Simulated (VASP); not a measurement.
# CdF2 in VASP: further runs

Runs on CdF2. Level: LDA. Tasks: single point.

All numbers are computed with VASP 6.6.1; they aren't measurements. Logs are shortened: lines on timing, memory, paths and dates and some standing lists are left out, and cuts for length are marked.

**1. The cell of the first run**

Symmetry: Fm-3m, No. 225, cubic system. Conventional cell: a = 5.388 Å, b = 5.388 Å, c = 5.388 Å, α = 90.00°, β = 90.00°, γ = 90.00°. Within 3.1 Å of Cd (site symmetry m-3m) lie 8 F at 2.33 Å. Within 3.1 Å of F (site symmetry -43m) lie 4 Cd at 2.33 Å and 6 F at 2.69 Å.

**2. Single point, LDA**

INCAR reads:

```
SYSTEM = CdF2
ALGO = Normal
EDIFF = 1E-6
ENCUT = 600
GGA = CA
GGA_COMPAT = .FALSE.
ISIF = 2
ISMEAR = 0
LASPH = .TRUE.
LCHARG = .FALSE.
LREAL = .FALSE.
LWAVE = .FALSE.
NBANDS = 20
NELM = 120
PREC = Accurate
SIGMA = 0.01
```

KPOINTS reads:

```
k-points
0
G
  5 5 5
  0 0 0
```

POSCAR reads:

```
CdF2
1.0
    0.0000000000      2.6940000000      2.6940000000
    2.6940000000      0.0000000000      2.6940000000
    2.6940000000      2.6940000000      0.0000000000
Cd F
1 2
Direct
    0.0000000000      0.0000000000      0.0000000000
    0.2500000000      0.2500000000      0.2500000000
    0.7500000000      0.7500000000      0.7500000000
```

Potentials or basis: VASP PAW LDA potentials, release 64 (Cd, F).

Started as:

```console
$ cat potpaw_LDA.64/Cd/POTCAR potpaw_LDA.64/F/POTCAR > POTCAR
$ mpirun -np 1 vasp_std > vasp.out
```

OUTCAR:

```text
SYSTEM = CdF2
   EDIFF = 1E-6
   ENCUT = 600
   GGA = CA
   ISIF = 2
   ISMEAR = 0
   LASPH = .TRUE.
   LREAL = .FALSE.
   NELM = 120
   PREC = Accurate

 ion  position               nearest neighbor table
   1  0.000  0.000  0.000-   3 2.33   3 2.33   3 2.33   2 2.33   3 2.33   2 2.33   2 2.33   2 2.33

   2  0.250  0.250  0.250-   1 2.33   1 2.33   1 2.33   1 2.33
   3  0.750  0.750  0.750-   1 2.33   1 2.33   1 2.33   1 2.33

  LATTYP: Found a face centered cubic cell.
 ALAT       =     5.3880000000

  Lattice vectors:

 A1 = (   0.0000000000,   2.6940000000,   2.6940000000)
 A2 = (   2.6940000000,   0.0000000000,   2.6940000000)
 A3 = (   2.6940000000,   2.6940000000,   0.0000000000)

Analysis of symmetry for initial positions (statically):
=====================================================================
 Subroutine PRICEL returns:
 Original cell was already a primitive cell.

 Routine SETGRP: Setting up the symmetry group for a
 face centered cubic supercell.

 Subroutine GETGRP returns: Found 48 space group operations
 (whereof 48 operations were pure point group operations)
 out of a pool of 48 trial point group operations.

The static configuration has the point symmetry O_h .

Analysis of symmetry for dynamics (positions and initial velocities):
=====================================================================
 Subroutine PRICEL returns:
 Original cell was already a primitive cell.

 Routine SETGRP: Setting up the symmetry group for a
 face centered cubic supercell.

 Subroutine GETGRP returns: Found 48 space group operations
 (whereof 48 operations were pure point group operations)
 out of a pool of 48 trial point group operations.

The dynamic configuration has the point symmetry O_h .

 Subroutine INISYM returns: Found 48 space group operations
 (whereof 48 operations are pure point group operations),
 and found     1 'primitive' translations

----------------------------------------------------------------------------------------

                                     Primitive cell

  volume of cell :      39.1041

  direct lattice vectors                    reciprocal lattice vectors
     0.000000000  2.694000000  2.694000000    -0.185597624  0.185597624  0.185597624
     2.694000000  0.000000000  2.694000000     0.185597624 -0.185597624  0.185597624
     2.694000000  2.694000000  0.000000000     0.185597624  0.185597624 -0.185597624

[... 66 lines left out ...]
   LSORBIT =      F    spin-orbit coupling
   LASPH  =      T    aspherical Exc in radial PAW
   ENCUT  =  600.0 eV  44.10 Ry    6.64 a.u.   7.61  7.61  7.61*2*pi/ulx,y,z
   NELM   =    120;   NELMIN=  2; NELMDL= -5     # of ELM steps
   EDIFF  = 0.1E-05   stopping-criterion for ELM
   LREAL  =      F    real-space projection
   EDIFFG = 0.1E-04   stopping-criterion for IOM
   NSW    =      0    number of steps for IOM
   IBRION =     -1    ionic relax: 0-MD 1-quasi-New 2-CG
   NFREE  =      0    steps in history (QN), initial steepest desc. (CG)
   ISIF   =      2    stress and relaxation
   ISYM   =      2    0-nonsym 1-usesym 2-fastsym
   POTIM  = 0.5000    time-step for ionic-motion
   TEBEG  =    0.0;   TEEND  =   0.0 temperature during run
   PSTRESS=    0.0 pullay stress
   NELECT =      26.0000    total number of electrons
   NUPDOWN=      -1.0000    fix difference up-down
   EMIN   =  10.00;   EMAX   =-10.00  energy-range for DOS
   EFERMI =   0.00;   METHOD = LEGACY
   ISMEAR =     0;   SIGMA  =   0.01  broadening in eV -4-tet -1-fermi 0-gaus
   EFERMI_NEDOS =   21; number of points for ismear=-14 and -15
   IALGO  =     38    algorithm
   IMIX   =      4    mixing-type and parameters
     AMIX     =   0.40;   BMIX     =  1.00
     AMIX_MAG =   1.60;   BMIX_MAG =  1.00
  volume/ion in A,a.u.               =      13.03        87.96
  Fermi-wavevector in a.u.,A,eV,Ry     =   1.428867  2.700166 27.778468  2.041660
  Thomas-Fermi vector in A             =   2.548882
   LORBIT       =      0    0 simple, 1 ext, 2 COOP (PROOUT), +10 PAW based schemes
   GGA     = CA    functional components
   LHFCALC =     F    Hartree Fock is set to
   AEXX    =    0.0000 exact exchange contribution
   IVDW    =     0    specifies the selected vdW correction
   LEPSILON=     F    determine dielectric tensor
   LRPA    =     F    only Hartree local field effects (RPA)
 non-spin polarized calculation
 Gauss-broadening in eV      SIGMA  =   0.01
  energy-cutoff  :      600.00
  volume of cell :       39.10
 maximum number of plane-waves:      1326
   NGX = 15   NGY = 15   NGZ = 15

 number of electron      25.9999977 magnetization

 Free energy of the ion-electron system (eV)
  ---------------------------------------------------
  ext. energy  EPLUGINS =         0.00000000
  ---------------------------------------------------
  free energy    TOTEN  =       -12.71886712 eV

  energy without entropy =      -12.71886712  energy(sigma->0) =      -12.71886712

 E-fermi :  -1.6097     XC(G=0): -11.1269

 val. band max:       -1.7468666322   @ k =  -0.4000   0.4000   0.2000
 cond. band min:       1.1339838749   @ k =   0.0000   0.0000   0.0000
 fundamental gap:      2.8808505070
 Fermi energy:        -1.6096617363

 k-point     1 :       0.0000    0.0000    0.0000
  band No.  band energies     occupation
      1     -22.1108      2.00000
      2     -20.9285      2.00000
      3      -7.3056      2.00000
      4      -7.3056      2.00000
      5      -7.3056      2.00000
      6      -6.0246      2.00000
[... 219 lines left out ...]
     19      17.2673      0.00000
     20      19.2535      0.00000

------------------------ aborting loop because EDIFF is reached ----------------------------------------

  FORCE on cell =-STRESS in cart. coord.  units (eV):
  Direction    XX          YY          ZZ          XY          YZ          ZX
  --------------------------------------------------------------------------------------
  -------------------------------------------------------------------------------------
  Total       -1.1994253     -1.1994253     -1.1994253      0.0000000      0.0000000     -0.0000000
  in kB      -49.1429283    -49.1429283    -49.1429283      0.0000000      0.0000000     -0.0000000
  external PRESSURE =     -49.1429283 kB  Pullay stress =       0.0000000 kB

 VOLUME and BASIS-vectors are now :
 -----------------------------------------------------------------------------
  energy-cutoff  :      600.00
  volume of cell :       39.10
      direct lattice vectors                 reciprocal lattice vectors
     0.000000000  2.694000000  2.694000000    -0.185597624  0.185597624  0.185597624
     2.694000000  0.000000000  2.694000000     0.185597624 -0.185597624  0.185597624
     2.694000000  2.694000000  0.000000000     0.185597624  0.185597624 -0.185597624

 POSITION                                       TOTAL-FORCE (eV/Angst)
 -----------------------------------------------------------------------------------
      0.00000      0.00000      0.00000         0.000000      0.000000     -0.000000
      1.34700      1.34700      1.34700         0.000000      0.000000      0.000000
      4.04100      4.04100      4.04100        -0.000000     -0.000000      0.000000
 -----------------------------------------------------------------------------------
    total drift:                                0.000000     -0.000000      0.000000

  FREE ENERGIE OF THE ION-ELECTRON SYSTEM (eV)
  ---------------------------------------------------
  free  energy   TOTEN  =       -12.7188671164 eV

  energy  without entropy=      -12.7188671164  energy(sigma->0) =      -12.71886712
```

OSZICAR:

```text
N       E                     dE             d eps       ncg     rms          rms(c)
DAV:   1     0.208412104681E+03    0.20841E+03   -0.16736E+04   408   0.150E+03
DAV:   2    -0.501474529709E+01   -0.21343E+03   -0.20428E+03   424   0.360E+02
DAV:   3    -0.142377599100E+02   -0.92230E+01   -0.91975E+01   472   0.819E+01
DAV:   4    -0.142832804652E+02   -0.45521E-01   -0.45518E-01   428   0.578E+00
DAV:   5    -0.142834588654E+02   -0.17840E-03   -0.17840E-03   456   0.332E-01    0.990E+00
DAV:   6    -0.127455729370E+02    0.15379E+01   -0.34990E+00   512   0.354E+01    0.751E+00
DAV:   7    -0.127552338290E+02   -0.96609E-02   -0.71352E-01   416   0.772E+00    0.429E+00
DAV:   8    -0.127279286594E+02    0.27305E-01   -0.14887E-01   408   0.344E+00    0.711E-01
DAV:   9    -0.127185907989E+02    0.93379E-02   -0.30195E-02   520   0.215E+00    0.958E-02
DAV:  10    -0.127188484879E+02   -0.25769E-03   -0.26699E-03   400   0.529E-01    0.740E-02
DAV:  11    -0.127188726784E+02   -0.24190E-04   -0.96845E-05   448   0.140E-01    0.356E-02
DAV:  12    -0.127188668783E+02    0.58000E-05   -0.36892E-05   420   0.568E-02    0.121E-02
DAV:  13    -0.127188671164E+02   -0.23802E-06   -0.24608E-06   428   0.160E-02
   1 F= -.12718867E+02 E0= -.12718867E+02  d E =-.189668E-84
```

stdout:

```text
POSCAR found type information on POSCAR CdF
 POSCAR found :  2 types and       3 ions
 scaLAPACK will be used
 LDA part: xc-table for (Slater(with rela. corr.)+CA(PZ))
 , standard interpolation
 POSCAR, INCAR and KPOINTS ok, starting setup
 FFT: planning ... GRIDC
 FFT: planning ... GRID_SOFT
 FFT: planning ... GRID
 WAVECAR not read
 entering main loop
```

Wall time 15 s (1 thread of AMD EPYC 7R13, shared host); peak memory 0.15 GiB.

Results:

| Quantity | Value |
| --- | --- |
| Free energy | -12.7189 eV |
| Pressure | -4.9 GPa |
| Band gap on the k mesh | 2.88 eV (least direct gap 3.28 eV) |

Levels at points of the mesh, in eV from the valence-band top:
```tsv
k point	band 10	band 11	band 12	band 13	band 14	band 15	band 16	band 17
(0.00, 0.00, 0.00)	-0.92	-0.40	-0.40	-0.40	2.88	12.39	12.39	12.39
```

Caveat: the cell stands under tension; an odd mesh through Γ misses points on the zone boundary, where band edges can lie.

**3. Single point, LDA**

INCAR reads:

```
PREC     = Accurate       # precision mode
ENCUT    = 600            # plane-wave cutoff, eV
EDIFF    = 1E-6           # SCF threshold, eV
ISMEAR   = 0              # smearing method
SIGMA    = 0.01           # smearing width, eV
LREAL    = False          # projectors in reciprocal space
LASPH    = True           # aspherical terms in the spheres
NELM     = 120            # most SCF steps
ALGO     = Normal         # electronic algorithm
ISIF     = 2              # what is computed and relaxed
LWAVE    = False          # write WAVECAR
LCHARG   = False          # write CHGCAR
NBANDS   = 20             # bands
GGA_COMPAT= False
```

KPOINTS reads:

```
Automatic mesh
0
Gamma
  5 5 5
```

Changes to POSCAR since step 2:

```diff
@@ -8,3 +8,3 @@
 Direct
-    0.0000000000      0.0000000000      0.0000000000
+   -0.0092798812     -0.0092798812      0.0092798812
     0.2500000000      0.2500000000      0.2500000000
```

Potentials or basis: VASP PAW LDA potentials, release 64 (Cd, F).

Started as:

```console
$ cat potpaw_LDA.64/Cd/POTCAR potpaw_LDA.64/F/POTCAR > POTCAR
$ mpirun -np 1 vasp_std > vasp.out
```

Wall time 26 s (1 thread of AMD EPYC 7R13, shared host); peak memory 0.16 GiB.

Results (log left out):

* Free energy: -12.7128 eV
* Pressure: -4.8 GPa
* Largest force: 0.245 eV/Å
* Band gap on the k mesh: 2.88 eV (least direct gap 3.28 eV)

Forces on the atoms (eV/Å):
```
Cd   0.000  0.000  0.245
F    0.000  0.000 -0.122
F    0.000  0.000 -0.122
```

Stress tensor (GPa, compression positive):
```
-4.75  0.00  0.00
 0.00 -4.75  0.00
 0.00  0.00 -4.84
```

Levels at points of the mesh, in eV from the valence-band top:
```csv
k point,band 10,band 11,band 12,band 13,band 14,band 15,band 16,band 17
"(0.00, 0.00, 0.00)",-0.92,-0.40,-0.40,-0.40,2.88,12.39,12.40,12.40
```

Caveat: the cell stands under tension.

(Part 1 of 2 ends here.)
